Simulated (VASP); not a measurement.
**In: single point with PBE**

Crystal: In.

```xyz
1
Lattice="-1.8818 1.8818 1.8818 1.8818 -1.8818 1.8818 1.8818 1.8818 -1.8818" Properties=species:S:1:pos:R:3 pbc="T T T"
In    0.0000    0.0000    0.0000
```

This isn't the form of In at room conditions, which is tetragonal.

```json
{"Program": "VASP 6.6.1", "Task": "single point", "Functional": "PBE", "Potentials or basis": "VASP PAW PBE potentials, release 64 (In_d)", "Cutoff": "520 eV", "k mesh": "20 × 20 × 20", "Occupations": "fermi-dirac, width 0.0612256 eV", "Spin": "no spin polarisation"}
```

- Pressure: 1.5 GPa
- Band gap on the k mesh: zero (an odd number of electrons rules out a gap without spin polarisation)

Levels at points of the mesh, in eV from the Fermi level:
| k point | band 3 | band 4 | band 5 | band 6 | band 7 | band 8 | band 9 | band 10 |
| --- | --- | --- | --- | --- | --- | --- | --- | --- |
| (0.00, 0.00, 0.00) | -14.66 | -14.39 | -14.39 | -9.41 | 10.92 | 10.92 | 10.92 | 12.96 |
| (0.50, 0.00, 0.00) | -14.41 | -14.40 | -14.23 | -3.91 | -3.11 | 5.84 | 7.27 | 10.01 |
| (0.50, 0.50, 0.50) | -14.27 | -14.27 | -14.27 | 0.91 | 1.27 | 1.27 | 1.27 | 5.25 |

Wall time 68 s on 1 thread of AMD EPYC 7R13, on a shared host, peak memory 0.17 GiB.

Caveat: spin-orbit coupling is left out, which moves the levels of the heavy elements.
